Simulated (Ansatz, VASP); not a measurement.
Cu in VASP and in Ansatz

```
Cu
1.0
    -1.44509    1.44509    1.36001
     1.44509   -1.44509    1.36001
     1.44509    1.44509   -1.36001
Cu
1
Direct
  0.00000 0.00000 0.00000
```

Alike in both runs: functional PBEsol; k mesh 20 × 20 × 20; occupations gaussian, width 0.1 eV; no spin polarisation.

Ansatz relaxed the structure, and its values are those at the end. VASP's run is a single point on that final structure, the one shown.

```csv
,VASP,Ansatz
version,VASP 6.6.1,Ansatz 0.2.0
potentials or method,"VASP PAW PBE potentials, release 64 (Cu_sv_GW), cutoff 820 eV","scalar-relativistic, plane waves, PAW"
valence electrons in the cell,19,19
```

|  | VASP | Ansatz | Ansatz less VASP |
| --- | --- | --- | --- |
| gap on the k mesh at the Fermi level (eV) | none | none | - |
| pressure (GPa) | -0.8 | 0.0 | +0.82 |

VASP's potentials were made for PBE, not for PBEsol. A gap of «none» marks a metal or a gap that the smearing closes. With one functional, cell and mesh, what is left measures potentials, basis and numerics.
